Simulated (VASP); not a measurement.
# GaN (CsCl type) (Pm-3m) in VASP: a series of runs, part 2 of 2

VASP 6.6.1. Earlier steps stand in the parts before.

## (5) Relaxation of cell and atoms, PBE, target pressure 45 GPa, at which the enthalpy is minimised

The input, INCAR:

```
PREC = Accurate
ENCUT = 600
EDIFF = 1E-7
ISMEAR = -1
SIGMA = 0.08
LREAL = False
LASPH = True
NELM = 80
ALGO = Normal
ISIF = 3
LWAVE = False
LCHARG = False
GGA = PE
IBRION = 2
NSW = 32
EDIFFG = -0.005
PSTRESS = 450.0
```

The input, KPOINTS:

```
Automatic mesh
0
Gamma
  15 15 15
```

The input, POSCAR:

```
GaN
1.0
    2.5698769780      0.0000000000      0.0000000000
    0.0000000000      2.5698769780      0.0000000000
    0.0000000000      0.0000000000      2.5698769780
Ga N
1 1
Direct
    0.0000000000      0.0000000000      0.0000000000
    0.5000000000      0.5000000000      0.5000000000
```

Potentials or basis: VASP PAW PBE potentials, release 64 (Ga_d, N).

On the command line:

```sh
cat potpaw_PBE.64/Ga_d/POTCAR potpaw_PBE.64/N/POTCAR > POTCAR
mpirun -np 1 vasp_std > vasp.out
```

OUTCAR:

```text
PREC = Accurate
   ENCUT = 600
   EDIFF = 1E-7
   ISMEAR = -1
   LREAL = False
   LASPH = True
   NELM = 80
   ISIF = 3
   GGA = PE
   IBRION = 2
   NSW = 32
   EDIFFG = -0.005
   PSTRESS = 450.0

 ion  position               nearest neighbor table
   1  0.000  0.000  0.000-   2 2.23   2 2.23   2 2.23   2 2.23   2 2.23   2 2.23   2 2.23   2 2.23

   2  0.500  0.500  0.500-   1 2.23   1 2.23   1 2.23   1 2.23   1 2.23   1 2.23   1 2.23   1 2.23

  LATTYP: Found a simple cubic cell.
 ALAT       =     2.5698769780

  Lattice vectors:

 A1 = (   2.5698769780,   0.0000000000,   0.0000000000)
 A2 = (   0.0000000000,   2.5698769780,   0.0000000000)
 A3 = (   0.0000000000,   0.0000000000,   2.5698769780)

Analysis of symmetry for initial positions (statically):
=====================================================================
 Subroutine PRICEL returns:
 Original cell was already a primitive cell.

 Routine SETGRP: Setting up the symmetry group for a
 simple cubic supercell.

 Subroutine GETGRP returns: Found 48 space group operations
 (whereof 48 operations were pure point group operations)
 out of a pool of 48 trial point group operations.

The static configuration has the point symmetry O_h .

Analysis of symmetry for dynamics (positions and initial velocities):
=====================================================================
 Subroutine PRICEL returns:
 Original cell was already a primitive cell.

 Routine SETGRP: Setting up the symmetry group for a
 simple cubic supercell.

 Subroutine GETGRP returns: Found 48 space group operations
 (whereof 48 operations were pure point group operations)
 out of a pool of 48 trial point group operations.

The dynamic configuration has the point symmetry O_h .

 Subroutine INISYM returns: Found 48 space group operations
 (whereof 48 operations are pure point group operations),
 and found     1 'primitive' translations

----------------------------------------------------------------------------------------

                                     Primitive cell

  volume of cell :      16.9722

  direct lattice vectors                    reciprocal lattice vectors
     2.569876978  0.000000000  0.000000000     0.389123685  0.000000000  0.000000000
     0.000000000  2.569876978  0.000000000     0.000000000  0.389123685  0.000000000
     0.000000000  0.000000000  2.569876978     0.000000000  0.000000000  0.389123685

  length of vectors
     2.569876978  2.569876978  2.569876978     0.389123685  0.389123685  0.389123685

  position of ions in fractional coordinates (direct lattice)
     0.000000000  0.000000000  0.000000000
     0.500000000  0.500000000  0.500000000

  ion indices of the primitive-cell ions
   primitive index   ion index
                 1           1
                 2           2

----------------------------------------------------------------------------------------

 KPOINTS: Automatic mesh

Automatic generation of k-mesh.
 Grid dimensions read from file:
 generate k-points for:   15   15   15

 Generating k-lattice:

  Cartesian coordinates                     Fractional coordinates (reciprocal lattice)
     0.025941579  0.000000000  0.000000000     0.066666667  0.000000000  0.000000000
[... 43 lines left out ...]
   total plane-waves  NPLWV =  13824
   dimension x,y,z NGX =    24 NGY =   24 NGZ =   24
   dimension x,y,z NGXF=    48 NGYF=   48 NGZF=   48
   ions per type =               1   1
   NGX,Y,Z   is equivalent  to a cutoff of  15.53, 15.53, 15.53 a.u.
   NGXF,Y,Z  is equivalent  to a cutoff of  31.05, 31.05, 31.05 a.u.
 SYSTEM =  unknown system
   PREC   = accura    normal or accurate (medium, high low for compatibility)
   ISTART =      0    job   : 0-new  1-cont  2-samecut
   ICHARG =      2    charge: 1-file 2-atom 10-const
   ISPIN  =      1    spin polarized calculation?
   LNONCOLLINEAR =      F non collinear calculations
   LSORBIT =      F    spin-orbit coupling
   LASPH  =      T    aspherical Exc in radial PAW
   ENCUT  =  600.0 eV  44.10 Ry    6.64 a.u.   5.13  5.13  5.13*2*pi/ulx,y,z
   NELM   =     80;   NELMIN=  2; NELMDL= -5     # of ELM steps
   EDIFF  = 0.1E-06   stopping-criterion for ELM
   LREAL  =      F    real-space projection
   EDIFFG = -.5E-02   stopping-criterion for IOM
   NSW    =     32    number of steps for IOM
   IBRION =      2    ionic relax: 0-MD 1-quasi-New 2-CG
   NFREE  =      1    steps in history (QN), initial steepest desc. (CG)
   ISIF   =      3    stress and relaxation
   ISYM   =      2    0-nonsym 1-usesym 2-fastsym
   POTIM  = 0.5000    time-step for ionic-motion
   TEBEG  =    0.0;   TEEND  =   0.0 temperature during run
   PSTRESS=  450.0 pullay stress
   NELECT =      18.0000    total number of electrons
   NUPDOWN=      -1.0000    fix difference up-down
   EMIN   =  10.00;   EMAX   =-10.00  energy-range for DOS
   EFERMI =   0.00;   METHOD = LEGACY
   ISMEAR =    -1;   SIGMA  =   0.08  broadening in eV -4-tet -1-fermi 0-gaus
   EFERMI_NEDOS =   21; number of points for ismear=-14 and -15
   IALGO  =     38    algorithm
   IMIX   =      4    mixing-type and parameters
     AMIX     =   0.40;   BMIX     =  1.00
     AMIX_MAG =   1.60;   BMIX_MAG =  1.00
  volume/ion in A,a.u.               =       8.49        57.27
  Fermi-wavevector in a.u.,A,eV,Ry     =   1.669501  3.154899 37.922612  2.787233
  Thomas-Fermi vector in A             =   2.755163
   LORBIT       =      0    0 simple, 1 ext, 2 COOP (PROOUT), +10 PAW based schemes
   GGA     = PE    functional components
   LHFCALC =     F    Hartree Fock is set to
   AEXX    =    0.0000 exact exchange contribution
   IVDW    =     0    specifies the selected vdW correction
   LEPSILON=     F    determine dielectric tensor
   LRPA    =     F    only Hartree local field effects (RPA)
 conjugate gradient relaxation of ions
 non-spin polarized calculation
  energy-cutoff  :      600.00
  volume of cell :       16.97
 maximum number of plane-waves:       587
 NGX is ok and might be reduce to    24
   NGX = 11   NGY = 11   NGZ = 11

--------------------------------------- Ionic step        1  -------------------------------------------

 number of electron      18.0000012 magnetization

 Free energy of the ion-electron system (eV)
  ---------------------------------------------------
  ext. energy  EPLUGINS =         0.00000000
  ---------------------------------------------------
  free energy    TOTEN  =        -8.49973016 eV

  energy without entropy =       -8.47950639  energy(sigma->0) =       -8.48961827

------------------------ aborting loop because EDIFF is reached ----------------------------------------

  FORCE on cell =-STRESS in cart. coord.  units (eV):
  Direction    XX          YY          ZZ          XY          YZ          ZX
  --------------------------------------------------------------------------------------
  -------------------------------------------------------------------------------------
  Total        4.8741352      4.8741352      4.8741352     -0.0000000     -0.0000000     -0.0000000
  in kB      460.1200451    460.1200451    460.1200451     -0.0000000     -0.0000000     -0.0000000
  external PRESSURE =      10.1200451 kB  Pullay stress =     450.0000000 kB
[... 63 lines left out ...]
--------------------------------------- Ionic step        3  -------------------------------------------

 number of electron      18.0000012 magnetization

 Free energy of the ion-electron system (eV)
  ---------------------------------------------------
  ext. energy  EPLUGINS =         0.00000000
  ---------------------------------------------------
  free energy    TOTEN  =        -8.51431849 eV

  energy without entropy =       -8.49401980  energy(sigma->0) =       -8.50416914

 E-fermi :  10.3382     XC(G=0): -13.8370

 val. band max:       10.3072073282   @ k =   0.3333   0.2667   0.0000
 cond. band min:      10.3633931189   @ k =   0.4667   0.3333   0.0000
 fundamental gap:      0.0561857907
 Fermi energy:        10.3382481857

 k-point     1 :       0.0000    0.0000    0.0000
  band No.  band energies     occupation
      1      -8.8408      2.00000
      2      -5.5474      2.00000
      3      -5.5474      2.00000
      4      -4.7490      2.00000
      5      -4.7490      2.00000
      6      -4.7490      2.00000
      7       8.6064      2.00000
      8       8.6064      2.00000
      9       8.6064      2.00000
     10      10.0419      1.95193
     11      20.6316      0.00000
     12      20.6316      0.00000
     13      26.4061      0.00000
[... 354 lines left out ...]
  band No.  band energies     occupation
      1      -6.6454      2.00000
      2      -5.4053      2.00000
      3      -5.1210      2.00000
      4      -4.9478      2.00000
      5      -4.8137      2.00000
      6      -4.6257      2.00000
      7       2.2995      2.00000
      8       6.4981      2.00000
      9      10.1425      1.84062
     10      14.5393      0.00000
     11      17.2763      0.00000
     12      20.7781      0.00000
     13      24.0730      0.00000

 [... further k-points ...]
[... 5 lines left out ...]
  --------------------------------------------------------------------------------------
  -------------------------------------------------------------------------------------
  Total        4.7833128      4.7833128      4.7833128     -0.0000000      0.0000000     -0.0000000
  in kB      450.1840235    450.1840235    450.1840235     -0.0000000      0.0000000     -0.0000000
  external PRESSURE =       0.1840235 kB  Pullay stress =     450.0000000 kB
[... 21 lines left out ...]
  energy  without entropy=       -8.4940198015  energy(sigma->0) =       -8.50416914

  enthalpy is  TOTEN    =        -3.7329609750 eV   P V=        4.7813575109

 reached required accuracy - stopping structural energy minimisation
```

OSZICAR:

```text
N       E                     dE             d eps       ncg     rms          rms(c)
DAV:   1     0.828666731408E+02    0.82867E+02   -0.10583E+04  3530   0.294E+03
DAV:   2    -0.445496574107E+01   -0.87322E+02   -0.82084E+02  3371   0.370E+02
DAV:   3    -0.103730105278E+02   -0.59180E+01   -0.57861E+01  3565   0.864E+01
[... 25 lines left out ...]
DAV:   3    -0.851437959619E+01    0.67670E-03   -0.93368E-04  3700   0.108E+00    0.316E-02
DAV:   4    -0.851435939372E+01    0.20202E-04   -0.71444E-05  3148   0.106E-01    0.238E-02
DAV:   5    -0.851431949404E+01    0.39900E-04   -0.40346E-05  4014   0.949E-02    0.647E-03
DAV:   6    -0.851431849221E+01    0.10018E-05   -0.15344E-06  3891   0.213E-02    0.145E-03
DAV:   7    -0.851431848592E+01    0.62942E-08   -0.84753E-08  1976   0.334E-03
   3 F= -.37329610E+01 E0= -.37228116E+01  d E =-.162555E-03
```

Wall time 30 s (1 thread of Intel Xeon 6975P-C (Granite Rapids), shared host); peak memory 0.17 GiB.

What came out:

```yaml
Free_energy: -8.5143 eV
Relaxed_volume: 8.51 Å³/atom
Relaxed_cell: a = 2.572 Å, b = 2.572 Å, c = 2.572 Å, α = 90.00°, β = 90.00°, γ = 90.00°
Space_group_after_relaxing_to_0.05_Å: Pm-3m (No. 221)
Energy_change_on_relaxing_the_enthalpy_is_what_falls: -7.3 meV/atom
Ionic_steps: 3
Pressure_after_relaxing: 45.0 GPa
Band_gap_on_the_k_mesh: zero (band 9 reaches 10.60 eV, above the bottom of band 10 at 9.14 eV)
```

Step by step:
| step | energy change (eV) | largest force (eV/Å) | pressure (GPa) | volume (Å³) |
| --- | --- | --- | --- | --- |
| 1 | 0.0000 | 0.0000 | 46.01 | 16.97 |
| 2 | -0.0368 | 0.0000 | 43.43 | 17.10 |
| 3 | -0.0146 | 0.0000 | 45.02 | 17.02 |

Final structure:
```
Ga N
1.0
     2.57247    0.00000    0.00000
     0.00000    2.57247    0.00000
     0.00000    0.00000    2.57247
Ga N
1 1
Direct
  0.00000 0.00000 0.00000
  0.50000 0.50000 0.50000
```

Caveat: the cell is relaxed towards a set pressure, so the enthalpy falls and the energy may rise.

## (6) Summary

```csv
task,cell,cutoff (eV),gap on the mesh (eV),pressure (GPa)
single point,"a = 2.570 Å, 2 atoms",520,none,46.0
relaxation of cell and atoms,"relaxed to 45 GPa from a = 2.512 Å, 2 atoms",600,none,45.1
relaxation of cell and atoms,"relaxed to 45 GPa from a = 2.570 Å, 2 atoms",600,none,45.0
```

Alike in all rows: level PBE; potentials or basis VASP PAW PBE potentials, release 64 (Ga_d, N); no spin polarisation; k mesh 15 × 15 × 15; smearing fermi-dirac 0.08 eV.

Caveats: the cell is relaxed towards a set pressure, so the enthalpy falls and the energy may rise (some runs).

Absolute energies hang on the potentials; compare differences alone.
